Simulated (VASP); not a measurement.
# Bi (P6_3/mmc) in VASP: a series of runs

Runs on Bi. Level: PBE. Tasks: single point.

All numbers are computed with VASP 6.6.1; they aren't measurements. Logs are shortened: lines on timing, memory, paths and dates and some standing lists are left out, and cuts for length are marked.

### Step 1. The cell of the first run

Symmetry: P6_3/mmc, No. 194, hexagonal system. The conventional cell has a = 4.633 Å, b = 4.633 Å, c = 11.356 Å, α = 90.00°, β = 90.00°, γ = 120.00°.

### Step 2. Single point, PBE (z stretched by -4 % at fixed volume)

The input, INCAR:

```
SYSTEM = Bi
PREC = Accurate
ENCUT = 520
EDIFF = 1E-6
ISMEAR = -1
SIGMA = 0.03
LREAL = .False.
LASPH = .True.
NELM = 60
ALGO = Normal
ISIF = 2
LWAVE = .False.
LCHARG = .False.
GGA = PE
NBANDS = 22
```

The input, KPOINTS:

```
regular mesh
0
Gamma
  9 9 3
  0 0 0
```

The input, POSCAR:

```
Bi
1.0
    4.6325977821      0.0000000000      0.0000000000
   -2.3162988911      4.0119473649      0.0000000000
    0.0000000000      0.0000000000     11.3558400000
Bi
2
Direct
    0.3333333333      0.6666666667      0.2500000000
    0.6666666667      0.3333333333      0.7500000000
```

Potentials or basis: VASP PAW PBE potentials, release 64 (Bi_d).

The run is started by

```console
> cat potpaw_PBE.64/Bi_d/POTCAR > POTCAR
> mpirun -np 1 vasp_std > vasp.out
```

OUTCAR:

```text
SYSTEM = Bi
   PREC = Accurate
   ENCUT = 520
   EDIFF = 1E-6
   ISMEAR = -1
   LREAL = .False.
   LASPH = .True.
   NELM = 60
   ISIF = 2
   GGA = PE

 ion  position               nearest neighbor table
   1  0.333  0.667  0.250-
   2  0.667  0.333  0.750-

  LATTYP: Found a hexagonal cell.
 ALAT       =     4.6325977821
 C/A-ratio  =     2.4512898668

  Lattice vectors:

 A1 = (   4.6325977821,   0.0000000000,   0.0000000000)
 A2 = (  -2.3162988911,   4.0119473649,   0.0000000000)
 A3 = (   0.0000000000,   0.0000000000,  11.3558400000)

Analysis of symmetry for initial positions (statically):
=====================================================================
 Subroutine PRICEL returns:
 Original cell was already a primitive cell.

 Routine SETGRP: Setting up the symmetry group for a
 hexagonal supercell.

 Subroutine GETGRP returns: Found 24 space group operations
 (whereof 12 operations were pure point group operations)
 out of a pool of 24 trial point group operations.

The static configuration has the point symmetry D_3d.
 The point group associated with its full space group is D_6h.

Analysis of symmetry for dynamics (positions and initial velocities):
=====================================================================
 Subroutine PRICEL returns:
 Original cell was already a primitive cell.

 Routine SETGRP: Setting up the symmetry group for a
 hexagonal supercell.

 Subroutine GETGRP returns: Found 24 space group operations
 (whereof 12 operations were pure point group operations)
 out of a pool of 24 trial point group operations.

The dynamic configuration has the point symmetry D_3d.
 The point group associated with its full space group is D_6h.

 Subroutine INISYM returns: Found 24 space group operations
 (whereof 12 operations are pure point group operations),
 and found     1 'primitive' translations

----------------------------------------------------------------------------------------

                                     Primitive cell

  volume of cell :     211.0567

  direct lattice vectors                    reciprocal lattice vectors
     4.632597782  0.000000000  0.000000000     0.215861607  0.124627757  0.000000000
    -2.316298891  4.011947365  0.000000000     0.000000000  0.249255513  0.000000000
     0.000000000  0.000000000 11.355840000     0.000000000  0.000000000  0.088060416

  length of vectors
     4.632597782  4.632597782 11.355840000     0.249255513  0.249255513  0.088060416

  position of ions in fractional coordinates (direct lattice)
     0.333333333  0.666666667  0.250000000
     0.666666667  0.333333333  0.750000000

  ion indices of the primitive-cell ions
   primitive index   ion index
                 1           1
                 2           2

----------------------------------------------------------------------------------------

 KPOINTS: regular mesh

Automatic generation of k-mesh.
 Grid dimensions read from file:
 generate k-points for:    9    9    3

 Generating k-lattice:

  Cartesian coordinates                     Fractional coordinates (reciprocal lattice)
     0.023984623  0.013847529  0.000000000     0.111111111 -0.000000000  0.000000000
     0.000000000  0.027695057  0.000000000     0.000000000  0.111111111  0.000000000
     0.000000000  0.000000000  0.029353472     0.000000000  0.000000000  0.333333333

  Length of vectors
     0.027695057  0.027695057  0.029353472

  Shift w.r.t. Gamma in fractional coordinates (k-lattice)
     0.000000000  0.000000000  0.000000000

 Subroutine IBZKPT returns following result:
 ===========================================

 Found     24 irreducible k-points:

 Following reciprocal coordinates:
            Coordinates               Weight
  0.000000  0.000000  0.000000      1.000000
  0.111111  0.000000  0.000000      6.000000
  0.222222  0.000000  0.000000      6.000000
  0.333333  0.000000  0.000000      6.000000
  0.444444  0.000000  0.000000      6.000000
  0.111111  0.111111  0.000000      6.000000
[... 16 lines left out ...]
  0.333333  0.222222  0.333333     24.000000
  0.333333  0.333333  0.333333      4.000000
   k-points           NKPTS =     24   k-points in BZ     NKDIM =     24   number of bands    NBANDS=     22
   number of dos      NEDOS =    301   number of ions     NIONS =      2
   total plane-waves  NPLWV = 108864
   dimension x,y,z NGX =    36 NGY =   36 NGZ =   84
   dimension x,y,z NGXF=    72 NGYF=   72 NGZF=  168
   ions per type =               2
   NGX,Y,Z   is equivalent  to a cutoff of  12.92, 12.92, 12.30 a.u.
   NGXF,Y,Z  is equivalent  to a cutoff of  25.84, 25.84, 24.59 a.u.
 SYSTEM =  Bi
   PREC   = accura    normal or accurate (medium, high low for compatibility)
   ISTART =      0    job   : 0-new  1-cont  2-samecut
   ICHARG =      2    charge: 1-file 2-atom 10-const
   ISPIN  =      1    spin polarized calculation?
   LNONCOLLINEAR =      F non collinear calculations
   LSORBIT =      F    spin-orbit coupling
   LASPH  =      T    aspherical Exc in radial PAW
   ENCUT  =  520.0 eV  38.22 Ry    6.18 a.u.   8.61  8.61 21.11*2*pi/ulx,y,z
   NELM   =     60;   NELMIN=  2; NELMDL= -5     # of ELM steps
   EDIFF  = 0.1E-05   stopping-criterion for ELM
   LREAL  =      F    real-space projection
   EDIFFG = 0.1E-04   stopping-criterion for IOM
   NSW    =      0    number of steps for IOM
   IBRION =     -1    ionic relax: 0-MD 1-quasi-New 2-CG
   NFREE  =      0    steps in history (QN), initial steepest desc. (CG)
   ISIF   =      2    stress and relaxation
   ISYM   =      2    0-nonsym 1-usesym 2-fastsym
   POTIM  = 0.5000    time-step for ionic-motion
   TEBEG  =    0.0;   TEEND  =   0.0 temperature during run
   PSTRESS=    0.0 pullay stress
   NELECT =      30.0000    total number of electrons
   NUPDOWN=      -1.0000    fix difference up-down
   EMIN   =  10.00;   EMAX   =-10.00  energy-range for DOS
   EFERMI =   0.00;   METHOD = LEGACY
   ISMEAR =    -1;   SIGMA  =   0.03  broadening in eV -4-tet -1-fermi 0-gaus
   EFERMI_NEDOS =   21; number of points for ismear=-14 and -15
   IALGO  =     38    algorithm
   IMIX   =      4    mixing-type and parameters
     AMIX     =   0.40;   BMIX     =  1.00
     AMIX_MAG =   1.60;   BMIX_MAG =  1.00
  volume/ion in A,a.u.               =     105.53       712.14
  Fermi-wavevector in a.u.,A,eV,Ry     =   0.854376  1.614536  9.931679  0.729958
  Thomas-Fermi vector in A             =   1.970962
   LORBIT       =      0    0 simple, 1 ext, 2 COOP (PROOUT), +10 PAW based schemes
   GGA     = PE    functional components
   LHFCALC =     F    Hartree Fock is set to
   AEXX    =    0.0000 exact exchange contribution
   IVDW    =     0    specifies the selected vdW correction
   LEPSILON=     F    determine dielectric tensor
   LRPA    =     F    only Hartree local field effects (RPA)
 non-spin polarized calculation
  energy-cutoff  :      520.00
  volume of cell :      211.06
 maximum number of plane-waves:      5713
 NGX is ok and might be reduce to    36
   NGX = 17   NGY = 17   NGZ = 43

 number of electron      30.0000010 magnetization

 Free energy of the ion-electron system (eV)
  ---------------------------------------------------
  ext. energy  EPLUGINS =         0.00000000
  ---------------------------------------------------
  free energy    TOTEN  =        -2.99465073 eV

  energy without entropy =       -2.97063137  energy(sigma->0) =       -2.98264105

 E-fermi :  -1.0523     XC(G=0):  -5.3642

 val. band max:       -1.0775113980   @ k =   0.3333   0.1111   0.3333
 cond. band min:      -1.0264282232   @ k =   0.3333   0.0000   0.3333
 fundamental gap:      0.0510831748
 Fermi energy:        -1.0522895494

 k-point     1 :       0.0000    0.0000    0.0000
  band No.  band energies     occupation
      1     -23.8847      2.00000
      2     -23.8846      2.00000
      3     -23.8826      2.00000
      4     -23.8826      2.00000
      5     -23.8826      2.00000
      6     -23.8826      2.00000
[... 14 lines left out ...]
     21       4.6736      0.00000
     22       5.0437      0.00000

 k-point     2 :       0.1111    0.0000    0.0000
  band No.  band energies     occupation
      1     -23.8844      2.00000
      2     -23.8843      2.00000
      3     -23.8828      2.00000
      4     -23.8828      2.00000
      5     -23.8827      2.00000
      6     -23.8827      2.00000
[... 14 lines left out ...]
     21       4.9602      0.00000
     22       5.0253      0.00000

 k-point     3 :       0.2222    0.0000    0.0000
  band No.  band energies     occupation
      1     -23.8840      2.00000
      2     -23.8839      2.00000
      3     -23.8834      2.00000
      4     -23.8833      2.00000
      5     -23.8828      2.00000
      6     -23.8828      2.00000
[... 14 lines left out ...]
     21       4.6714      0.00000
     22       5.2660      0.00000

 k-point     4 :       0.3333    0.0000    0.0000
  band No.  band energies     occupation
      1     -23.8840      2.00000
      2     -23.8840      2.00000
      3     -23.8840      2.00000
      4     -23.8839      2.00000
      5     -23.8830      2.00000
      6     -23.8830      2.00000
[... 14 lines left out ...]
     21       4.3891      0.00000
     22       4.9801      0.00000

 k-point     5 :       0.4444    0.0000    0.0000
  band No.  band energies     occupation
      1     -23.8844      2.00000
      2     -23.8843      2.00000
      3     -23.8842      2.00000
      4     -23.8841      2.00000
      5     -23.8831      2.00000
      6     -23.8831      2.00000
[... 14 lines left out ...]
     21       4.1244      0.00000
     22       4.6494      0.00000

 k-point     6 :       0.1111    0.1111    0.0000
  band No.  band energies     occupation
      1     -23.8839      2.00000
      2     -23.8838      2.00000
      3     -23.8832      2.00000
      4     -23.8832      2.00000
      5     -23.8828      2.00000
      6     -23.8828      2.00000
[... 14 lines left out ...]
     21       4.7806      0.00000
     22       5.5780      0.00000

 k-point     7 :       0.2222    0.1111    0.0000
  band No.  band energies     occupation
      1     -23.8837      2.00000
      2     -23.8837      2.00000
      3     -23.8835      2.00000
      4     -23.8834      2.00000
      5     -23.8830      2.00000
      6     -23.8830      2.00000
[... 324 lines left out ...]
      6     -23.8832      2.00000
[... 14 lines left out ...]
     21       4.7655      0.00000
     22       4.9542      0.00000

 k-point    21 :       0.4444    0.1111    0.3333
  band No.  band energies     occupation
      1     -23.8844      2.00000
      2     -23.8843      2.00000
      3     -23.8836      2.00000
      4     -23.8836      2.00000
      5     -23.8832      2.00000
      6     -23.8832      2.00000
[... 14 lines left out ...]
     21       4.6324      0.00000
     22       4.8210      0.00000

 k-point    22 :       0.2222    0.2222    0.3333
  band No.  band energies     occupation
      1     -23.8840      2.00000
      2     -23.8840      2.00000
      3     -23.8833      2.00000
      4     -23.8833      2.00000
      5     -23.8825      2.00000
      6     -23.8825      2.00000
[... 14 lines left out ...]
     21       5.4613      0.00000
     22       5.6446      0.00000

 k-point    23 :       0.3333    0.2222    0.3333
  band No.  band energies     occupation
      1     -23.8842      2.00000
      2     -23.8841      2.00000
      3     -23.8835      2.00000
      4     -23.8835      2.00000
      5     -23.8822      2.00000
      6     -23.8822      2.00000
[... 14 lines left out ...]
     21       5.0245      0.00000
     22       5.4721      0.00000

 k-point    24 :       0.3333    0.3333    0.3333
  band No.  band energies     occupation
      1     -23.8839      2.00000
      2     -23.8839      2.00000
      3     -23.8839      2.00000
      4     -23.8839      2.00000
      5     -23.8815      2.00000
      6     -23.8815      2.00000
[... 14 lines left out ...]
     21       4.4524      0.00000
     22       5.0492      0.00000

------------------------ aborting loop because EDIFF is reached ----------------------------------------

  FORCE on cell =-STRESS in cart. coord.  units (eV):
  Direction    XX          YY          ZZ          XY          YZ          ZX
  --------------------------------------------------------------------------------------
  -------------------------------------------------------------------------------------
  Total       -5.9820800     -5.9820800     -0.7364911      0.0000000     -0.0000000     -0.0000000
  in kB      -45.4112768    -45.4112768     -5.5908651      0.0000000     -0.0000000     -0.0000000
  external PRESSURE =     -32.1378062 kB  Pullay stress =       0.0000000 kB

 VOLUME and BASIS-vectors are now :
 -----------------------------------------------------------------------------
  energy-cutoff  :      520.00
  volume of cell :      211.06
      direct lattice vectors                 reciprocal lattice vectors
     4.632597782  0.000000000  0.000000000     0.215861607  0.124627757  0.000000000
    -2.316298891  4.011947365  0.000000000     0.000000000  0.249255513  0.000000000
     0.000000000  0.000000000 11.355840000     0.000000000  0.000000000  0.088060416

 POSITION                                       TOTAL-FORCE (eV/Angst)
 -----------------------------------------------------------------------------------
     -0.00000      2.67463      2.83896        -0.000000     -0.000000      0.000000
      2.31630      1.33732      8.51688         0.000000      0.000000      0.000000
 -----------------------------------------------------------------------------------
    total drift:                                0.000000     -0.000000      0.000000

  FREE ENERGIE OF THE ION-ELECTRON SYSTEM (eV)
  ---------------------------------------------------
  free  energy   TOTEN  =        -2.9946507323 eV

  energy  without entropy=       -2.9706313733  energy(sigma->0) =       -2.98264105
```

Wall time 1.7 min (1 thread of Intel Xeon Platinum 8375C at 2.90GHz (Ice Lake), shared host); peak memory 0.34 GiB.

Results:

* Free energy: -2.9947 eV
* Pressure: -3.2 GPa
* Band gap on the k mesh: zero (band 15 reaches 0.22 eV, above the bottom of band 16 at -1.69 eV)

Caveat: spin-orbit coupling is left out, which moves the levels of the heavy elements.

### Step 3. Single point, PBE (z stretched by -1 % at fixed volume)

The input, INCAR:

```
PREC     = Accurate       # precision mode
ENCUT    = 520            # plane-wave cutoff, eV
EDIFF    = 1E-6           # SCF threshold, eV
ISMEAR   = -1             # smearing method
SIGMA    = 0.03           # smearing width, eV
LREAL    = F              # projectors in reciprocal space
LASPH    = T              # aspherical terms in the spheres
NELM     = 60             # most SCF steps
ALGO     = Normal         # electronic algorithm
ISIF     = 2              # what is computed and relaxed
LWAVE    = F              # write WAVECAR
LCHARG   = F              # write CHGCAR
GGA      = PE             # functional
NBANDS   = 22             # bands
```

The input, KPOINTS:

```
Automatic mesh
0
Gamma
  9 9 3
```

The input, POSCAR:

```
Bi
1.0
    4.5618669449      0.0000000000      0.0000000000
   -2.2809334725      3.9506926630      0.0000000000
    0.0000000000      0.0000000000     11.7107100000
Bi
2
Direct
    0.3333333333      0.6666666667      0.2500000000
    0.6666666667      0.3333333333      0.7500000000
```

Potentials or basis: VASP PAW PBE potentials, release 64 (Bi_d).

The run is started by

```console
> cat potpaw_PBE.64/Bi_d/POTCAR > POTCAR
> mpirun -np 1 vasp_std > vasp.out
```

It took 2.5 min on 1 thread of Intel Xeon Platinum 8375C at 2.90GHz (Ice Lake), shared host; peak memory 0.37 GiB.

It converged, with:

```
Free energy            : -3.1633 eV
Pressure               : -3.3 GPa
Band gap on the k mesh : zero (band 15 reaches 0.34 eV, above the bottom of band 16 at -1.73 eV)
```

Stress tensor (GPa, compression positive):
```
-4.71  0.00  0.00
 0.00 -4.71  0.00
 0.00  0.00 -0.39
```

Levels at points of the mesh, in eV from the Fermi level:
| k point | band 11 | band 12 | band 13 | band 14 | band 15 | band 16 | band 17 | band 18 | band 19 | band 20 |
| --- | --- | --- | --- | --- | --- | --- | --- | --- | --- | --- |
| (0.00, 0.00, 0.00) | -10.30 | -10.29 | -0.83 | -0.31 | 1.39 | 1.39 | 1.40 | 1.40 | 3.04 | 4.54 |

Caveat: spin-orbit coupling is left out, which moves the levels of the heavy elements.

### Step 4. Single point, PBE (volume scaled by 1.05)

The input, INCAR:

```
ALGO = Normal
EDIFF = 1E-6
ENCUT = 520
GGA = PE
ISIF = 2
ISMEAR = -1
LASPH = T
LCHARG = T
LELF = T
LREAL = F
LVHAR = T
LWAVE = F
NBANDS = 22
NELM = 100
PREC = Accurate
SIGMA = 0.03
```

The input, KPOINTS:

```
k-points
0
Gamma
  9 9 3
```

The input, POSCAR:

```
Bi
1.0
    4.6134233682      0.0000000000      0.0000000000
   -2.3067116842      3.9953418354      0.0000000000
    0.0000000000      0.0000000000     12.0229525048
Bi
2
Direct
    0.3333333333      0.6666666667      0.2500000000
    0.6666666667      0.3333333333      0.7500000000
```

The run is started by

```console
> cat potpaw_PBE.64/Bi_d/POTCAR > POTCAR
> mpirun -np 1 vasp_std > vasp.out
```

Wall time 62 s (1 thread of Intel Xeon 6975P-C, shared host); peak memory 0.37 GiB.

It converged, with:

| Property | Result |
| --- | --- |
| Free energy | -3.0147 eV |
| Pressure | -3.0 GPa |
| Band gap on the k mesh | zero (band 15 reaches 0.08 eV, above the bottom of band 16 at -1.87 eV) |

Stress tensor (GPa, compression positive):
```
-4.40  0.00  0.00
 0.00 -4.40  0.00
 0.00  0.00 -0.29
```

Levels at points of the mesh, in eV from the Fermi level:
| k point | band 11 | band 12 | band 13 | band 14 | band 15 | band 16 | band 17 | band 18 | band 19 | band 20 |
| --- | --- | --- | --- | --- | --- | --- | --- | --- | --- | --- |
| (0.00, 0.00, 0.00) | -10.27 | -10.26 | -0.76 | -0.31 | 1.31 | 1.31 | 1.32 | 1.32 | 3.03 | 4.43 |

Caveat: spin-orbit coupling is left out, which moves the levels of the heavy elements.

### Step 5. Summary

```csv
cell,gap on the mesh (eV),pressure (GPa)
"a = 4.633, b = 4.633, c = 11.356 Å, angles 90.0, 90.0, 120.0°, 2 atoms",none,-3.2
"a = 4.562, b = 4.562, c = 11.711 Å, angles 90.0, 90.0, 120.0°, 2 atoms",none,-3.3
"a = 4.613, b = 4.613, c = 12.023 Å, angles 90.0, 90.0, 120.0°, 2 atoms",none,-3.0
```

Alike in all rows: task single point; level PBE; potentials or basis VASP PAW PBE potentials, release 64 (Bi_d); no spin polarisation; k mesh 9 × 9 × 3; cutoff (eV) 520; smearing fermi-dirac 0.03 eV.

Caveats: spin-orbit coupling is left out, which moves the levels of the heavy elements.

Total energies depend on the potentials used, so only differences within one code and one set of settings carry meaning.
